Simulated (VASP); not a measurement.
# KP3Ru (Pm-3m) in VASP: further runs

The runs below take KP3Ru through single point, relaxation of cell and atoms, with PBE.

Everything below comes from runs of VASP 6.6.1. Logs are shortened: lines on timing, memory, paths and dates and some standing lists are left out, and cuts for length are marked.

## 1. The cell of the first run

The structure is cubic, space group Pm-3m (No. 221). The conventional cell has a = 5.032 Å, b = 5.032 Å, c = 5.032 Å, α = 90.00°, β = 90.00°, γ = 90.00°. K (site symmetry m-3m) has 6 P at 2.52 Å within 3.3 Å. Within 3.3 Å of P (site symmetry 4/mmm) lie 2 K at 2.52 Å. Ru (site symmetry m-3m) has 12 P at 3.56 Å and 8 K at 4.36 Å within 4.7 Å.

The cell was generated, and may not be a known phase.

## 2. Single point, PBE, collinear spin, ferromagnetic start

INCAR reads:

```
ALGO = Normal
EDIFF = 1E-6
ENCUT = 520
GGA = PE
ISIF = 2
ISMEAR = 0
ISPIN = 2
LASPH = True
LCHARG = False
LMAXMIX = 4
LORBIT = 11
LREAL = False
LWAVE = False
MAGMOM = 0 0 0 0 2.99
NBANDS = 31
NELM = 150
PREC = Accurate
SIGMA = 0.1
```

KPOINTS reads:

```
k-points
0
Gamma
  8 8 8
```

POSCAR reads:

```
KP3Ru
1.0
    5.0322952094      0.0000000000      0.0000000000
    0.0000000000      5.0322952094      0.0000000000
    0.0000000000      0.0000000000      5.0322952094
K P Ru
1 3 1
Direct
    0.5000000000      0.5000000000      0.5000000000
    0.0000000000      0.5000000000      0.5000000000
    0.5000000000      0.5000000000      0.0000000000
    0.5000000000      0.0000000000      0.5000000000
    0.0000000000      0.0000000000      0.0000000000
```

Potentials or basis: VASP PAW PBE potentials, release 64 (K_sv, P, Ru_pv).

Started as:

```sh
$ cat potpaw_PBE.64/K_sv/POTCAR potpaw_PBE.64/P/POTCAR potpaw_PBE.64/Ru_pv/POTCAR > POTCAR
$ mpirun -np 1 vasp_std > vasp.out
```

OUTCAR:

```text
EDIFF = 1E-6
   ENCUT = 520
   GGA = PE
   ISIF = 2
   ISMEAR = 0
   ISPIN = 2
   LASPH = True
   LORBIT = 11
   LREAL = False
   NELM = 150
   PREC = Accurate

 ion  position               nearest neighbor table
   1  0.500  0.500  0.500-   2 2.52   3 2.52   4 2.52   3 2.52   4 2.52   2 2.52
   2  0.000  0.500  0.500-   1 2.52   1 2.52
   3  0.500  0.500  0.000-   1 2.52   1 2.52
   4  0.500  0.000  0.500-   1 2.52   1 2.52
   5  0.000  0.000  0.000-

  LATTYP: Found a simple cubic cell.
 ALAT       =     5.0322952094

  Lattice vectors:

 A1 = (   5.0322952094,   0.0000000000,   0.0000000000)
 A2 = (   0.0000000000,   5.0322952094,   0.0000000000)
 A3 = (   0.0000000000,   0.0000000000,   5.0322952094)

Analysis of symmetry for initial positions (statically):
=====================================================================
 Subroutine PRICEL returns:
 Original cell was already a primitive cell.

 Routine SETGRP: Setting up the symmetry group for a
 simple cubic supercell.

 Subroutine GETGRP returns: Found 48 space group operations
 (whereof 48 operations were pure point group operations)
 out of a pool of 48 trial point group operations.

The static configuration has the point symmetry O_h .

Analysis of symmetry for dynamics (positions and initial velocities):
=====================================================================
 Subroutine PRICEL returns:
 Original cell was already a primitive cell.

 Routine SETGRP: Setting up the symmetry group for a
 simple cubic supercell.

 Subroutine GETGRP returns: Found 48 space group operations
 (whereof 48 operations were pure point group operations)
 out of a pool of 48 trial point group operations.

The dynamic configuration has the point symmetry O_h .

Analysis of structural, dynamic, and magnetic symmetry:
=====================================================================
 Subroutine PRICEL returns:
 Original cell was already a primitive cell.

 Routine SETGRP: Setting up the symmetry group for a
 simple cubic supercell.

 Subroutine GETGRP returns: Found 48 space group operations
 (whereof 48 operations were pure point group operations)
 out of a pool of 48 trial point group operations.

The overall configuration has the point symmetry O_h .

[... 130 lines left out ...]
   LHFCALC =     F    Hartree Fock is set to
   AEXX    =    0.0000 exact exchange contribution
   IVDW    =     0    specifies the selected vdW correction
   LEPSILON=     F    determine dielectric tensor
   LRPA    =     F    only Hartree local field effects (RPA)
 spin polarized calculation
 Gauss-broadening in eV      SIGMA  =   0.10
  energy-cutoff  :      520.00
  volume of cell :      127.44
 maximum number of plane-waves:      3468
 NGX is ok and might be reduce to    40
   NGX = 19   NGY = 19   NGZ = 19

 number of electron      37.9999993 magnetization       2.7309375

 Free energy of the ion-electron system (eV)
  ---------------------------------------------------
  ext. energy  EPLUGINS =         0.00000000
  ---------------------------------------------------
  free energy    TOTEN  =       -13.40475526 eV

  energy without entropy =      -13.36539637  energy(sigma->0) =      -13.38507582

 E-fermi :   2.8644     XC(G=0):  -9.2015

 val. band max:        2.8532018965   @ k =   0.2500   0.1250   0.0000
 cond. band min:       2.8650151182   @ k =   0.2500   0.0000   0.0000
 fundamental gap:      0.0118132217
 Fermi energy:         2.8644202325

 spin component 1

 k-point     1 :       0.0000    0.0000    0.0000
  band No.  band energies     occupation
      1     -40.3705      1.00000
      2     -40.3705      1.00000
      3     -40.3705      1.00000
      4     -26.3230      1.00000
      5     -10.4070      1.00000
      6     -10.4070      1.00000
[... 805 lines left out ...]
     30      10.5179      0.00000
     31      10.9805      0.00000

 [... further k-points ...]

 spin component 2

 k-point     1 :       0.0000    0.0000    0.0000
  band No.  band energies     occupation
      1     -38.4178      1.00000
      2     -38.4177      1.00000
      3     -38.4177      1.00000
      4     -26.2712      1.00000
      5     -10.3469      1.00000
      6     -10.3469      1.00000
[... 805 lines left out ...]
     30      10.5169      0.00000
     31      11.0158      0.00000

 [... further k-points ...]

------------------------ aborting loop because EDIFF is reached ----------------------------------------

  FORCE on cell =-STRESS in cart. coord.  units (eV):
  Direction    XX          YY          ZZ          XY          YZ          ZX
  --------------------------------------------------------------------------------------
  -------------------------------------------------------------------------------------
  Total        0.2419138      0.2419138      0.2419138      0.0000000      0.0000000     -0.0000000
  in kB        3.0413954      3.0413954      3.0413954      0.0000000      0.0000000     -0.0000000
  external PRESSURE =       3.0413954 kB  Pullay stress =       0.0000000 kB

 VOLUME and BASIS-vectors are now :
 -----------------------------------------------------------------------------
  energy-cutoff  :      520.00
  volume of cell :      127.44
      direct lattice vectors                 reciprocal lattice vectors
     5.032295209  0.000000000  0.000000000     0.198716482  0.000000000  0.000000000
     0.000000000  5.032295209  0.000000000     0.000000000  0.198716482  0.000000000
     0.000000000  0.000000000  5.032295209     0.000000000  0.000000000  0.198716482

 POSITION                                       TOTAL-FORCE (eV/Angst)
 -----------------------------------------------------------------------------------
      2.51615      2.51615      2.51615         0.000000      0.000000      0.000000
      0.00000      2.51615      2.51615         0.000000      0.000000      0.000000
      2.51615      2.51615      0.00000         0.000000      0.000000      0.000000
      2.51615      0.00000      2.51615         0.000000      0.000000      0.000000
      0.00000      0.00000      0.00000         0.000000      0.000000      0.000000
 -----------------------------------------------------------------------------------
    total drift:                                0.000000      0.000000     -0.000000

  FREE ENERGIE OF THE ION-ELECTRON SYSTEM (eV)
  ---------------------------------------------------
  free  energy   TOTEN  =       -13.4047552590 eV

  energy  without entropy=      -13.3653963736  energy(sigma->0) =      -13.38507582

 total charge

# of ion       s       p       d       tot
------------------------------------------
    1        2.028   5.553   0.293   7.874
    2        1.156   1.201   0.000   2.356
    3        1.156   1.201   0.000   2.356
    4        1.156   1.201   0.000   2.356
    5        0.128   6.012   5.893  12.033
--------------------------------------------------
tot          5.624  15.166   6.186  26.976

 magnetization (x)

# of ion       s       p       d       tot
------------------------------------------
    1        0.003   0.022   0.023   0.047
    2        0.003  -0.006   0.000  -0.003
    3        0.003  -0.006   0.000  -0.003
    4        0.003  -0.006   0.000  -0.003
    5        0.023   0.011   2.526   2.560
--------------------------------------------------
tot          0.033   0.015   2.549   2.597
```

Run time: 7.4 min. Hardware: 1 thread of AMD EPYC 7R43 (Zen 3), shared host; peak memory 0.41 GiB.

What came out:

- Free energy: -13.4048 eV
- Pressure: 0.3 GPa
- Net moment: 2.73 μB per cell
- Site moments: K +0.05; P -0.00; Ru +2.56 μB
- Valence electrons inside the program's atomic spheres: K 7.87; P 2.36; Ru 12.03

## 3. Single point, PBE

This run uses another cell than the first one, of 19.67 Å³/atom.

INCAR reads:

```
SYSTEM = KP3Ru
ALGO = Fast
EDIFF = 1E-6
ENCUT = 520
GGA = PE
ISIF = 2
ISMEAR = 0
LASPH = .True.
LCHARG = .False.
LREAL = .False.
LWAVE = .False.
NBANDS = 27
NELM = 100
PREC = Accurate
SIGMA = 0.1
```

KPOINTS reads:

```
k-points
0
Gamma
  4 4 4
  0 0 0
```

Changes to POSCAR since step 2:

```diff
@@ -2,5 +2,5 @@
 1.0
-    5.0322952094      0.0000000000      0.0000000000
-    0.0000000000      5.0322952094      0.0000000000
-    0.0000000000      0.0000000000      5.0322952094
+    4.6156638600      0.0000000000      0.0000000000
+    0.0000000000      4.6156638600      0.0000000000
+    0.0000000000      0.0000000000      4.6156638600
 K P Ru
```

Potentials or basis: VASP PAW PBE potentials, release 64 (K_sv, P, Ru_pv).

Started as:

```sh
$ cat potpaw_PBE.64/K_sv/POTCAR potpaw_PBE.64/P/POTCAR potpaw_PBE.64/Ru_pv/POTCAR > POTCAR
$ mpirun -np 1 vasp_std > vasp.out
```

Wall time 78 s (1 thread of Oxide Virtual Turin-like, shared host); peak memory 0.18 GiB.

The run converged. Its results:

```
Free energy            : -12.6102 eV
Pressure               : 7.3 GPa
Band gap on the k mesh : zero (bands 19 and 20 overlap by 0.88 eV)
```

Levels at points of the mesh, in eV from the Fermi level:
```
           k point  band 17  band 18  band 19  band 20  band 21  band 22
(0.00, 0.00, 0.00)    -0.84    -0.84    -0.23    -0.23    -0.23     1.55
(0.50, 0.00, 0.00)    -1.94    -0.82    -0.46     0.89     0.89     1.10
(0.50, 0.50, 0.00)    -1.47    -0.68    -0.52    -0.28     0.65     0.65
(0.50, 0.50, 0.50)    -0.49    -0.49    -0.46    -0.46    -0.46     0.21
```

Caveat: the cell stands under pressure.

## 4. Single point, PBE

This run uses another cell than the first one, of 23.79 Å³/atom.

INCAR reads:

```
SYSTEM = KP3Ru
ALGO     = Normal         ! electronic algorithm
EDIFF    = 1E-6           ! SCF threshold, eV
ENCUT    = 520            ! plane-wave cutoff, eV
GGA      = PE             ! functional
ISIF     = 2              ! what is computed and relaxed
ISMEAR   = 0              ! smearing method
LASPH    = .True.         ! aspherical terms in the spheres
LCHARG   = .False.        ! write CHGCAR
LREAL    = .False.        ! projectors in reciprocal space
LWAVE    = .False.        ! write WAVECAR
NBANDS   = 27             ! bands
NELM     = 80             ! most SCF steps
PREC     = Accurate       ! precision mode
SIGMA    = 0.1            ! smearing width, eV
```

KPOINTS is that of step 3.

Changes to POSCAR since step 3:

```diff
@@ -2,5 +2,5 @@
 1.0
-    4.6156638600      0.0000000000      0.0000000000
-    0.0000000000      4.6156638600      0.0000000000
-    0.0000000000      0.0000000000      4.6156638600
+    4.9182725816      0.0000000000      0.0000000000
+    0.0000000000      4.9182725816      0.0000000000
+    0.0000000000      0.0000000000      4.9182725816
 K P Ru
```

Started as:

```sh
$ cat potpaw_PBE.64/K_sv/POTCAR potpaw_PBE.64/P/POTCAR potpaw_PBE.64/Ru_pv/POTCAR > POTCAR
$ mpirun -np 1 vasp_std > vasp.out
```

It took 1.7 min on 1 thread of Oxide Virtual Turin-like, shared host; peak memory 0.22 GiB.

Results (log left out):

| Property | Result |
| --- | --- |
| Free energy | -13.0335 eV |
| Pressure | 0.2 GPa |
| Band gap on the k mesh | zero (bands 19 and 20 overlap by 0.51 eV) |

Levels at points of the mesh, in eV from the Fermi level:
```
           k point  band 15  band 16  band 17  band 18  band 19  band 20  band 21  band 22  band 23  band 24
(0.00, 0.00, 0.00)    -0.58    -0.58    -0.55    -0.55    -0.02    -0.02    -0.02     1.25     1.91     1.91
(0.50, 0.00, 0.00)    -1.44    -1.38    -1.38    -0.53    -0.32     0.61     0.61     0.89     1.68     1.68
(0.50, 0.50, 0.00)    -1.12    -1.12    -0.87    -0.45    -0.30    -0.23     0.60     0.60     0.85     1.80
(0.50, 0.50, 0.50)    -0.83    -0.83    -0.36    -0.36    -0.36    -0.31    -0.31     0.60     1.56     1.56
```

## 5. Relaxation of cell and atoms, PBE

This run uses another cell than the first one, of 19.67 Å³/atom.

INCAR reads:

```
PREC = Accurate
ENCUT = 600
EDIFF = 1E-7
ISMEAR = 0
SIGMA = 0.1
LREAL = False
LASPH = True
NELM = 60
ALGO = Normal
ISIF = 3
LWAVE = False
LCHARG = False
GGA = PE
IBRION = 2
NSW = 90
EDIFFG = -0.04
```

KPOINTS reads:

```
Automatic mesh
0
Gamma
  4 4 4
```

Changes to POSCAR since step 4:

```diff
@@ -2,5 +2,5 @@
 1.0
-    4.9182725816      0.0000000000      0.0000000000
-    0.0000000000      4.9182725816      0.0000000000
-    0.0000000000      0.0000000000      4.9182725816
+    4.6156638600      0.0000000000      0.0000000000
+    0.0000000000      4.6156638600      0.0000000000
+    0.0000000000      0.0000000000      4.6156638600
 K P Ru
```

Started as:

```sh
$ cat potpaw_PBE.64/K_sv/POTCAR potpaw_PBE.64/P/POTCAR potpaw_PBE.64/Ru_pv/POTCAR > POTCAR
$ mpirun -np 1 vasp_std > vasp.out
```

Wall time 3.6 min (1 thread of Oxide Virtual Turin-like, shared host); peak memory 0.23 GiB.

The run converged. Its results:

| Property | Result |
| --- | --- |
| Free energy | -13.0287 eV |
| Relaxed volume | 23.78 Å³/atom |
| Relaxed cell | a = 4.917 Å, b = 4.917 Å, c = 4.917 Å, α = 90.00°, β = 90.00°, γ = 90.00° |
| Space group after relaxing (to 0.1 Å) | Pm-3m (No. 221) |
| Energy gained by relaxing | 83.8 meV/atom |
| Ionic steps | 3 |
| Pressure after relaxing | 0.3 GPa |
| Band gap on the k mesh | zero (bands 19 and 20 overlap by 0.51 eV) |

Step by step:
```csv
step,energy change (eV),largest force (eV/Å),pressure (GPa),volume (Å³)
1,0.0000,0.0000,7.37,98.33
2,-0.3343,0.0000,2.16,111.78
3,-0.4188,0.0000,0.25,118.91
```

Final structure:
```xyz
5
Lattice="4.9174 0.0000 0.0000 0.0000 4.9174 0.0000 0.0000 0.0000 4.9174" Properties=species:S:1:pos:R:3 pbc="T T T"
K     2.4587    2.4587    2.4587
P     0.0000    2.4587    2.4587
P     2.4587    2.4587    0.0000
P     2.4587    0.0000    2.4587
Ru    0.0000    0.0000    0.0000
```

Levels at points of the mesh, in eV from the Fermi level:
| k point | band 16 | band 17 | band 18 | band 19 | band 20 | band 21 | band 22 | band 23 |
| --- | --- | --- | --- | --- | --- | --- | --- | --- |
| (0.00, 0.00, 0.00) | -0.58 | -0.55 | -0.55 | -0.02 | -0.02 | -0.02 | 1.25 | 1.91 |
| (0.50, 0.00, 0.00) | -1.38 | -1.38 | -0.53 | -0.32 | 0.62 | 0.62 | 0.89 | 1.68 |
| (0.50, 0.50, 0.00) | -1.12 | -0.88 | -0.45 | -0.31 | -0.23 | 0.60 | 0.60 | 0.85 |
| (0.50, 0.50, 0.50) | -0.83 | -0.36 | -0.36 | -0.36 | -0.31 | -0.31 | 0.60 | 1.56 |

Caveat: the volume moved by over 15 % at a fixed basis, so the end points are rough.

## 6. Single point, PBE, collinear spin, ferromagnetic start

This run uses another cell than the first one, of 23.79 Å³/atom.

INCAR reads:

```
SYSTEM = KP3Ru
  ALGO = Normal
  EDIFF = 1E-6
  ENCUT = 520
  GGA = PE
  ISIF = 2
  ISMEAR = 0
  ISPIN = 2
  LASPH = .TRUE.
  LCHARG = .FALSE.
  LMAXMIX = 4
  LORBIT = 11
  LREAL = .FALSE.
  LWAVE = .FALSE.
  MAGMOM = 0 0 0 0 1
  NBANDS = 31
  NELM = 150
  PREC = Accurate
  SIGMA = 0.1
```

KPOINTS reads:

```
k-points
0
G
  4 4 4
  0 0 0
```

Changes to POSCAR since step 5:

```diff
@@ -2,5 +2,5 @@
 1.0
-    4.6156638600      0.0000000000      0.0000000000
-    0.0000000000      4.6156638600      0.0000000000
-    0.0000000000      0.0000000000      4.6156638600
+    4.9182725816      0.0000000000      0.0000000000
+    0.0000000000      4.9182725816      0.0000000000
+    0.0000000000      0.0000000000      4.9182725816
 K P Ru
```

Potentials or basis: VASP PAW PBE potentials, release 64 (K_sv, P, Ru_pv).

Started as:

```sh
$ cat potpaw_PBE.64/K_sv/POTCAR potpaw_PBE.64/P/POTCAR potpaw_PBE.64/Ru_pv/POTCAR > POTCAR
$ mpirun -np 1 vasp_std > vasp.out
```

Wall time 4.3 min (1 thread of Oxide Virtual Turin-like, shared host); peak memory 0.28 GiB.

Results (log left out):

| Quantity | Value |
| --- | --- |
| Free energy | -13.2641 eV |
| Pressure | 2.3 GPa |
| Net moment | 2.51 μB per cell |
| Site moments | K +0.04; P -0.01; Ru +2.42 μB |
| Valence electrons inside the program's atomic spheres | K 7.94; P 2.36; Ru 12.04 |

Levels at points of the mesh, in eV from the Fermi level:
Spin up:
```tsv
k point	band 17	band 18	band 19	band 20	band 21	band 22	band 23	band 24	band 25	band 26
(0.00, 0.00, 0.00)	-1.56	-1.56	0.10	0.10	0.10	0.77	2.00	2.00	2.00	4.20
(0.50, 0.00, 0.00)	-1.36	-1.31	-1.31	0.01	0.01	0.46	1.75	1.75	3.83	4.19
(0.50, 0.50, 0.00)	-1.32	-1.06	-1.06	-0.79	-0.10	-0.10	0.94	1.86	2.87	4.39
(0.50, 0.50, 0.50)	-1.71	-1.39	-1.39	-0.74	-0.74	0.11	1.70	1.70	1.70	7.72
```
Spin down:
```
           k point  band 15  band 16  band 17  band 18  band 19  band 20  band 21  band 22
(0.00, 0.00, 0.00)    -0.34    -0.02    -0.02    -0.02     0.05     0.05     0.05     1.39
(0.50, 0.00, 0.00)    -1.37    -1.37    -1.26    -0.08     0.12     1.05     1.11     1.11
(0.50, 0.50, 0.00)    -1.13    -1.13    -0.67    -0.24    -0.08     0.43     1.02     1.13
(0.50, 0.50, 0.50)    -0.62    -0.62    -0.07    -0.07     0.30     0.30     0.30     0.71
```

## 7. Single point, PBE, collinear spin, ferromagnetic start

INCAR reads:

```
ALGO = Normal
EDIFF = 1E-6
ENCUT = 520
GGA = PE
ISIF = 2
ISMEAR = 0
ISPIN = 2
LASPH = T
LCHARG = F
LMAXMIX = 4
LORBIT = 11
LREAL = F
LWAVE = F
MAGMOM = 0 0 0 0 2.8
NBANDS = 31
NELM = 150
PREC = Accurate
SIGMA = 0.1
```

KPOINTS reads:

```
k-points
0
Gamma
  8 8 8
```

Changes to POSCAR since step 6:

```diff
@@ -2,5 +2,5 @@
 1.0
-    4.9182725816      0.0000000000      0.0000000000
-    0.0000000000      4.9182725816      0.0000000000
-    0.0000000000      0.0000000000      4.9182725816
+    5.0322952094      0.0000000000      0.0000000000
+    0.0000000000      5.0322952094      0.0000000000
+    0.0000000000      0.0000000000      5.0322952094
 K P Ru
```

Started as:

```sh
$ cat potpaw_PBE.64/K_sv/POTCAR potpaw_PBE.64/P/POTCAR potpaw_PBE.64/Ru_pv/POTCAR > POTCAR
$ mpirun -np 1 vasp_std > vasp.out
```

It took 11 min on 1 thread of Oxide Virtual Turin-like, shared host; peak memory 0.39 GiB.

It converged, with:

- Free energy: -13.4048 eV
- Pressure: 0.3 GPa
- Net moment: 2.73 μB per cell
- Site moments: K +0.05; P -0.00; Ru +2.56 μB
- Valence electrons inside the program's atomic spheres: K 7.87; P 2.36; Ru 12.03

Levels at points of the mesh, in eV from the Fermi level:
Spin up:
```
           k point  band 17  band 18  band 19  band 20  band 21  band 22  band 23  band 24  band 25  band 26
(0.00, 0.00, 0.00)    -1.56    -1.56     0.14     0.14     0.14     0.60     1.73     1.73     1.73     4.41
(0.50, 0.00, 0.00)    -1.27    -1.12    -1.12    -0.13    -0.13     0.37     1.52     1.52     3.45     4.09
(0.50, 0.50, 0.00)    -1.39    -0.96    -0.96    -0.68    -0.15    -0.15     0.73     1.70     2.63     4.38
(0.50, 0.50, 0.50)    -1.85    -1.47    -1.47    -0.64    -0.64     0.12     1.58     1.58     1.58     7.50
```
Spin down:
| k point | band 16 | band 17 | band 18 | band 19 | band 20 | band 21 |
| --- | --- | --- | --- | --- | --- | --- |
| (0.00, 0.00, 0.00) | 0.01 | 0.01 | 0.01 | 0.13 | 0.13 | 0.13 |
| (0.50, 0.00, 0.00) | -1.19 | -1.11 | -0.11 | 0.18 | 0.93 | 1.01 |
| (0.50, 0.50, 0.00) | -1.03 | -0.49 | -0.24 | -0.09 | 0.43 | 0.87 |
| (0.50, 0.50, 0.50) | -0.45 | -0.09 | -0.09 | 0.32 | 0.32 | 0.32 |

## 8. Overview

```tsv
task	spin	cell	k mesh	cutoff (eV)	gap on the mesh (eV)	pressure (GPa)	moment (μB)
single point	collinear, ferromagnetic start	a = 5.032 Å, 5 atoms	8 × 8 × 8	520	none	0.3	2.73
single point	off	a = 4.616 Å, 5 atoms	4 × 4 × 4	520	none	7.3	-
single point	off	a = 4.918 Å, 5 atoms	4 × 4 × 4	520	none	0.2	-
relaxation of cell and atoms	off	relaxed from a = 4.616 Å, 5 atoms	4 × 4 × 4	600	none	0.3	-
single point	collinear, ferromagnetic start	a = 4.918 Å, 5 atoms	4 × 4 × 4	520	none	2.3	2.51
```

Alike in all rows: level PBE; potentials or basis VASP PAW PBE potentials, release 64 (K_sv, P, Ru_pv); smearing gaussian 0.1 eV.

Caveats: the cell stands under pressure (at least some runs); the volume moved by over 15 % at a fixed basis, so the end points are rough (at least some runs).

Total energies depend on the potentials used, so only differences within one code and one set of settings carry meaning.

The gap in the log of VASP goes by the Fermi energy; the results here count the filled bands.